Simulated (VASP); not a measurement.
Wanted: the native input for a VASP 6.6.1 run.

```
Task                   : single point
Functional             : revPBE
Potentials or basis    : VASP PAW PBE potentials, release 64 (Be, S, O)
Cutoff                 : 600 eV
k mesh                 : 5 × 5 × 1
Occupations            : gaussian, width 0.0769 eV
Spin                   : no spin polarisation
Dipole correction      : no
Further INCAR settings : ALGO = Normal; EDIFF = 1e-06; NBANDS = 50
```

The structure of Be3S3O2 lies in POSCAR:

```
Be3S3O2
1.0
    0.0131050000      3.3552020000      0.0033970000
    3.3318610000      0.0131050000     -0.0246540000
    1.8007630000      1.6664790000    -17.6368650000
Be S O
6 6 4
Direct
    0.0837450000      0.0755300000      0.8816210000
    0.9410080000      0.9438750000      0.1091240000
    0.1933280000      0.2623220000      0.5849250000
    0.8078860000      0.7660950000      0.4263660000
    0.3959220000      0.4163080000      0.2354850000
    0.6134530000      0.6197610000      0.7698720000
    0.2161940000      0.1279340000      0.7029190000
    0.8207620000      0.8754570000      0.2900730000
    0.2836600000      0.3412630000      0.4210020000
    0.6803210000      0.6559570000      0.5858000000
    0.4627840000      0.4965750000      0.0531980000
    0.5505820000      0.5469990000      0.9628720000
    0.5698360000      0.0883600000      0.8254520000
    0.1021790000      0.5911730000      0.8314260000
    0.3833500000      0.8906220000      0.1691250000
    0.8664500000      0.4701620000      0.1686800000
```

One way to write it, as run:

INCAR

```
  PREC = Accurate
  ENCUT = 600
  EDIFF = 1E-6
  ISMEAR = 0
  SIGMA = 0.0769
  LREAL = F
  LASPH = T
  NELM = 120
  ALGO = Normal
  ISIF = 2
  LWAVE = F
  LCHARG = F
  GGA = RE
  NBANDS = 50
  GGA_COMPAT = F
```

KPOINTS

```
Automatic mesh
0
Gamma
  5 5 1
```

Potentials or basis: VASP PAW PBE potentials, release 64 (Be, S, O).

Launch:

```bash
$ cat potpaw_PBE.64/Be/POTCAR potpaw_PBE.64/S/POTCAR potpaw_PBE.64/O/POTCAR > POTCAR
$ mpirun -np 1 vasp_std > vasp.out
```

Results of the run:

```yaml
Pressure: 4.7 GPa
Largest_force: 20.518 eV/Å
Band_gap_on_the_k_mesh: zero (band 36 reaches 5.24 eV, above the bottom of band 37 at 4.89 eV)
```

Caveat: the k points lie up to 0.38 Å⁻¹ apart; the PAW data sets were made with another functional, which shifts forces and pressure a little.

It took 4 min on 1 thread of Intel(R) Xeon(R) Platinum 8375C CPU @ 2.90GHz (Ice Lake), with other jobs on the host, peak memory 0.4 GiB.
